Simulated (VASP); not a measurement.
Set up this calculation in VASP 6.6.1, as the native input.

```
Task                   : single point
Functional             : PBEsol
Potentials or basis    : VASP PAW PBE potentials, release 64 (Si, Ge_d)
Cutoff                 : 520 eV
k mesh                 : 12 × 12 × 6
Occupations            : gaussian, width 0.03 eV
Spin                   : no spin polarisation
Dipole correction      : no
Further INCAR settings : ALGO = Normal; EDIFF = 1e-06; NBANDS = 26
```

The structure of SiGe lies in POSCAR:

```
SiGe
1.0
    3.9044512986      0.0000000000      0.0000000000
   -1.9522256493      3.3813540124      0.0000000000
    0.0000000000      0.0000000000      6.4507830000
Si Ge
2 2
Direct
    0.6666666667      0.3333333333      0.8164745221
    0.3333333333      0.6666666667      0.3164745221
    0.6666666667      0.3333333333      0.5003920000
    0.3333333333      0.6666666667      0.0003920000
```

This cell differs from its parent crystal: all Si atoms moved -0.375 Å, as atom 1 along Cartesian [0 0 1].

These files were run (other wordings do the same):

INCAR

```
  PREC = Accurate
  ENCUT = 520
  EDIFF = 1E-6
  ISMEAR = 0
  SIGMA = 0.03
  LREAL = False
  LASPH = True
  NELM = 100
  ALGO = Normal
  ISIF = 2
  LWAVE = False
  LCHARG = False
  GGA = PS
  NBANDS = 26
```

KPOINTS

```
regular mesh
0
Gamma
  12 12 6
```

Potentials or basis: VASP PAW PBE potentials, release 64 (Si, Ge_d).

Command:

```bash
$ cat potpaw_PBE.64/Si/POTCAR potpaw_PBE.64/Ge_d/POTCAR > POTCAR
$ mpirun -np 1 vasp_std > vasp.out
```

Results of the run:

- Pressure: 5.9 GPa
- Largest force: 7.110 eV/Å
- Band gap on the k mesh: zero (band 18 reaches 6.55 eV, above the bottom of band 19 at 5.15 eV)

Caveat: the cell differs from its parent crystal (all Si atoms moved -0.375 Å, as atom 1 along Cartesian [0 0 1]); the PAW data sets were made with another functional, which shifts forces and pressure a little.

Run time: 4.6 min on 1 thread of AMD EPYC 7R13, with other jobs on the host, peak memory 0.25 GiB.
